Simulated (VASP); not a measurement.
Write the native input for VASP 6.6.1 that does the following.

```
Task                   : single point
Functional             : PBE
Potentials or basis    : VASP PAW PBE potentials, release 64 (Ca_sv)
Cutoff                 : 500 eV
k mesh                 : 8 × 8 × 8
Occupations            : gaussian, width 0.1 eV
Spin                   : no spin polarisation
Dipole correction      : no
Further INCAR settings : ALGO = Normal; EDIFF = 1e-06; NBANDS = 11
```

The structure of Ca lies in POSCAR:

```
Ca
1.0
    0.0000000000      2.7884079385      2.7884079385
    2.7884079385      0.0000000000      2.7884079385
    2.7884079385      2.7884079385      0.0000000000
Ca
1
Direct
    0.0000000000      0.0000000000      0.0000000000
```

One way to write it, as run:

INCAR

```
SYSTEM = Ca
PREC = Accurate ; ENCUT = 500
EDIFF = 1E-6 ; ISMEAR = 0
SIGMA = 0.1 ; LREAL = .FALSE.
LASPH = .TRUE. ; NELM = 120
ALGO = Normal ; ISIF = 2
LWAVE = .FALSE. ; LCHARG = .FALSE.
GGA = PE ; NBANDS = 11
GGA_COMPAT = .FALSE.
```

KPOINTS

```
Automatic mesh
0
G
  8 8 8
  0 0 0
```

Potentials or basis: VASP PAW PBE potentials, release 64 (Ca_sv).

Run with:

```bash
$ cat potpaw_PBE.64/Ca_sv/POTCAR > POTCAR
$ mpirun -np 1 vasp_std > vasp.out
```

Results of the run:

```json
{
 "Pressure": "-0.5 GPa",
 "Band gap on the k mesh": "zero (bands 5 and 6 overlap by 0.39 eV)"
}
```

Run time: 5.7 s on 1 thread of AMD EPYC 9R45 96-Core Processor (Zen 5), with other jobs on the host, peak memory 0.14 GiB.
